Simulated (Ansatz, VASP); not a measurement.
# As: VASP beside Ansatz

File INCAR:

```
PREC     = Accurate       # precision mode
ENCUT    = 520            # plane-wave cutoff, eV
EDIFF    = 1E-7           # SCF threshold, eV
ISMEAR   = -1             # smearing method
SIGMA    = 0.1            # smearing width, eV
LREAL    = F              # projectors in reciprocal space
LASPH    = T              # aspherical terms in the spheres
NELM     = 80             # most SCF steps
ALGO     = Normal         # electronic algorithm
ISIF     = 2              # what is computed and relaxed
LWAVE    = F              # write WAVECAR
LCHARG   = T              # write CHGCAR
GGA      = PE             # functional
LELF     = T              # ELF
LVHAR    = T            
NBANDS   = 12             # bands
```

The input KPOINTS:

```
regular mesh
0
Gamma
  13 13 8
```

File POSCAR:

```
As
1.0
    3.0354507857      0.0000000000      0.0000000000
   -1.5177253928      2.6287774924      0.0000000000
    0.0000000000      0.0000000000      4.6323640987
As
2
Direct
    0.3333333333      0.6666666667      0.2500000000
    0.6666666667      0.3333333333      0.7500000000
```

Input for Ansatz:

```yaml
crystal:
  lattice:
    - [3.0354507857, 0.0, 0.0]
    - [-1.5177253928, 2.6287774924, 0.0]
    - [0.0, 0.0, 4.6323640987]
  atoms:
    - { symbol: As, position: [0.3333333333, 0.6666666667, 0.25] }
    - { symbol: As, position: [0.6666666667, 0.3333333333, 0.75] }
hamiltonian:
  xc: pbe
  pseudopotentials:
    kind: paw
    azcp:
      As: "pseudopotentials/As.paw.azcp"
basis:
  ecutwfc: 420
  fft_grid_basis: typed
kpoints:
  mp_grid: { grid: [13, 13, 8], shift: [0, 0, 0] }
magnetization:
  spin_polarized: false
scf:
  occupations: { method: fermi_dirac, width: 0.1 }
  lower_state_search: "off"
output:
  stress: true
  write_density: true
  write_potential: true
  elf: true
  volumetric_format: npy
```

Alike in both runs: task single point; functional PBE; k mesh 13 × 13 × 8; occupations fermi-dirac, width 0.1 eV; no spin polarisation.

```csv
,VASP,Ansatz
version,VASP 6.6.1,Ansatz 0.2.0
potentials or method,"VASP PAW PBE potentials, release 64 (As), cutoff 520 eV","plane waves (420 eV) with PAW, scalar-relativistic"
valence electrons in the cell,10,30
```

|  | VASP | Ansatz | Ansatz less VASP |
| --- | --- | --- | --- |
| pressure (GPa) | 3.9 | 3.8 | -0.10 |
| traceless stress, the component that is largest in VASP (GPa) | 0.53 | 0.52 | -0.009 |

VASP's potentials hold 10 valence electrons a cell and Ansatz's 30, so a difference there can come from the potentials and not from the codes.
